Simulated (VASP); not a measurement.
**Si2W (fluorite type): relaxation of cell and atoms with PBE**

The system is Si2W (fluorite type).

```
CELL_PARAMETERS angstrom
0.00000 2.64279 2.64279
2.64279 0.00000 2.64279
2.64279 2.64279 0.00000
ATOMIC_POSITIONS crystal
W 0.00000 0.00000 0.00000
Si 0.25000 0.25000 0.25000
Si 0.75000 0.75000 0.75000
```

* Program: VASP 6.6.1
* Task: relaxation of cell and atoms
* Functional: PBE
* Potentials or basis: VASP PAW PBE potentials, release 64 (W_sv, Si)
* Cutoff: 600 eV
* k mesh: 10 × 10 × 10
* Occupations: fermi-dirac, width 0.1 eV
* Spin: no spin polarisation
* Target pressure: 29 GPa
* Dipole correction: no
* Further INCAR settings: ALGO = Normal; EDIFF = 1e-06; IBRION = 2; EDIFFG = -0.005; NSW = 60; ISIF = 3

```
Relaxed volume                                         : 14.62 Å³/atom
Relaxed cell                                           : a = 3.958 Å, b = 3.958 Å, c = 3.958 Å, α = 60.00°, β = 60.00°, γ = 60.00°
Space group after relaxing (to 0.05 Å)                 : Fm-3m (No. 225)
Energy change on relaxing (the enthalpy is what falls) : -784.4 meV/atom
Ionic steps                                            : 5
Pressure after relaxing                                : 29.0 GPa
Band gap on the k mesh                                 : zero (band 11 reaches 11.39 eV, above the bottom of band 12 at 9.17 eV)
```

The path:
```
step  energy change (eV)  largest force (eV/Å)  pressure (GPa)  volume (Å³)
   1              0.0000                0.0000           86.86        36.92
   2             -1.7417                0.0000          -20.47        66.11
   3             -2.5419                0.0000           22.87        45.02
   4             -2.3863                0.0000           27.97        44.04
   5             -2.3531                0.0000           29.00        43.85
```

Final structure:
```xyz
3
Lattice="0.0000 2.7989 2.7989 2.7989 0.0000 2.7989 2.7989 2.7989 0.0000" Properties=species:S:1:pos:R:3 pbc="T T T"
W     0.0000    0.0000    0.0000
Si    1.3994    1.3994    1.3994
Si    4.1983    4.1983    4.1983
```

Levels at points of the mesh, in eV from the Fermi level:
```tsv
k point	band 8	band 9	band 10	band 11	band 12	band 13	band 14	band 15
(0.00, 0.00, 0.00)	-5.23	-1.60	-1.37	-1.37	3.85	3.85	3.85	5.00
(0.50, 0.00, 0.00)	-4.51	-2.04	-0.41	-0.41	-0.34	-0.34	1.06	7.32
(0.50, 0.50, 0.00)	-3.30	-3.30	-1.53	-1.26	-1.26	0.48	6.75	6.97
```

It took 120 s on 1 thread of Intel(R) Xeon(R) Platinum 8488C (Sapphire Rapids), on a shared host, peak memory 0.2 GiB.

Caveat: the cell is relaxed towards a set pressure, so the enthalpy falls and the energy may rise; the volume moved by over 15 % at a fixed basis, so the end points are rough; spin-orbit coupling is left out, which moves the levels of the heavy elements.
